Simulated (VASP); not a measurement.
A run of VASP 6.6.1 is set up as follows.

File INCAR:

```
SYSTEM = BiTe
PREC = Accurate
ENCUT = 600
EDIFF = 1E-7
ISMEAR = 0
SIGMA = 0.1
LREAL = .FALSE.
LASPH = .TRUE.
NELM = 100
ALGO = Normal
ISIF = 4
LWAVE = .FALSE.
LCHARG = .FALSE.
GGA = PE
IBRION = 2
NSW = 50
EDIFFG = -0.01
```

KPOINTS

```
Automatic mesh
0
G
  12 12 12
  0 0 0
```

POSCAR

```
BiTe
1.0
    2.3978255400      1.3843852210      3.2798744068
   -2.3978255400      1.3843852210      3.2798744068
    0.0000000000     -2.7687704420      3.2798744068
Bi Te
1 1
Direct
    0.5000000000      0.5000000000      0.5000000000
    0.0000000000      0.0000000000      0.0000000000
```

Potentials or basis: VASP PAW PBE potentials, release 64 (Bi_d, Te).

The run is started by

```sh
$ cat potpaw_PBE.64/Bi_d/POTCAR potpaw_PBE.64/Te/POTCAR > POTCAR
$ mpirun -np 1 vasp_std > vasp.out
```

(1) Estimate the band gap on the k mesh.

Answers

(1) zero (an odd number of electrons rules out a gap without spin polarisation).

Caveat: spin-orbit coupling is left out, which moves the levels of the heavy elements.
